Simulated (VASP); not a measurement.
A run of VASP 6.6.1 is set up as follows.

Contents of POSCAR:

```
InP3
1.0
    3.7414989589      2.1601554311      3.3692519835
   -3.7414989589      2.1601554311      3.3692519835
    0.0000000000     -4.3203108622      3.3692519835
In P
2 6
Direct
    0.2702519980      0.2702519980      0.2702519980
    0.7297480020      0.7297480020      0.7297480020
    0.7982893842      0.2446976855      0.7982893842
    0.7982893842      0.7982893842      0.2446976855
    0.2446976855      0.7982893842      0.7982893842
    0.2017106158      0.7553023145      0.2017106158
    0.7553023145      0.2017106158      0.2017106158
    0.2017106158      0.2017106158      0.7553023145
```

INCAR.step1

```
PREC     = Accurate       # precision mode
ENCUT    = 520            # plane-wave cutoff, eV
ISMEAR   = 0              # smearing method
SIGMA    = 0.1            # smearing width, eV
LREAL    = F              # projectors in reciprocal space
LASPH    = T              # aspherical terms in the spheres
NELM     = 80             # most SCF steps
NBANDS   = 38             # bands
GGA      = PE             # functional
ALGO     = Normal         # electronic algorithm
EDIFF    = 1E-4           # SCF threshold, eV
LWAVE    = T              # write WAVECAR
LCHARG   = F              # write CHGCAR
```

INCAR.step2

```
PREC     = Accurate       # precision mode
ENCUT    = 520            # plane-wave cutoff, eV
EDIFF    = 1E-7           # SCF threshold, eV
ISMEAR   = 0              # smearing method
SIGMA    = 0.1            # smearing width, eV
LREAL    = F              # projectors in reciprocal space
LASPH    = T              # aspherical terms in the spheres
NELM     = 80             # most SCF steps
ALGO     = Normal         # electronic algorithm
ISIF     = 2              # what is computed and relaxed
LWAVE    = F              # write WAVECAR
LCHARG   = T              # write CHGCAR
METAGGA  = R2SCAN         # meta-GGA
LMIXTAU  = T            
LELF     = T              # ELF
LVHAR    = T            
NBANDS   = 38             # bands
ISTART   = 1
```

File KPOINTS:

```
Automatic mesh
0
Gamma
  6 6 6
```

Potentials or basis: VASP PAW PBE potentials, release 64 (In_d, P).

Launch:

```sh
$ cat potpaw_PBE.64/In_d/POTCAR potpaw_PBE.64/P/POTCAR > POTCAR
$ cp INCAR.step1 INCAR
$ mpirun -np 1 vasp_std > vasp.out
$ cp INCAR.step2 INCAR
$ mpirun -np 1 vasp_std > vasp.out
```

(1) What does it give for the largest force?

(2) Estimate the band gap on the k mesh.

Results:

(1) 0.103 eV/Å.

(2) zero (bands 28 and 29 overlap by 0.33 eV).

Caveat: semilocal functionals underestimate gaps, and a narrow one can read as zero; the PAW data sets were made with another functional, which shifts forces and pressure a little; spin-orbit coupling is left out, which moves the levels of the heavy elements.
